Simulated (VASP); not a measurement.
Runs of VASP 6.6.1 on Ta. The structure is that of space group P6_3/mmc (No. 194), or close to it. The cells are those of the table. This isn't the form of Ta at room conditions, which is bcc.

| cell | gap on the mesh (eV) | pressure (GPa) |
| --- | --- | --- |
| a = 2.828, b = 2.828, c = 5.166 Å, angles 90.0, 90.0, 120.0°, 2 atoms | none | -1.3 |
| a = 2.755, b = 2.755, c = 5.166 Å, angles 90.0, 90.0, 120.0°, 2 atoms | none | (b) |
| a = 2.900, b = 2.900, c = 5.166 Å, angles 90.0, 90.0, 120.0°, 2 atoms | none | (a) |
| a = 2.973, b = 2.973, c = 5.166 Å, angles 90.0, 90.0, 120.0°, 2 atoms | none | -18.8 |
| a = 3.045, b = 3.045, c = 5.166 Å, angles 90.0, 90.0, 120.0°, 2 atoms | none | -24.8 |

Alike in all rows: task single point; level LDA; potentials or basis VASP PAW LDA potentials, release 64 (Ta_pv); no spin polarisation; k mesh 14 × 14 × 7; cutoff (eV) 500; smearing methfessel-paxton 0.1 eV.

Fill in the values left out.

(a) -11.1; (b) 10.9.

Caveats: spin-orbit coupling is left out, which moves the levels of the heavy elements; the cell stands under tension (at least some runs); the cell stands under pressure (at least some runs).

A k mesh can miss the band edges, and the runs leave out spin-orbit coupling on Ta.

A gap of «none» marks levels without a gap at the run's occupations.
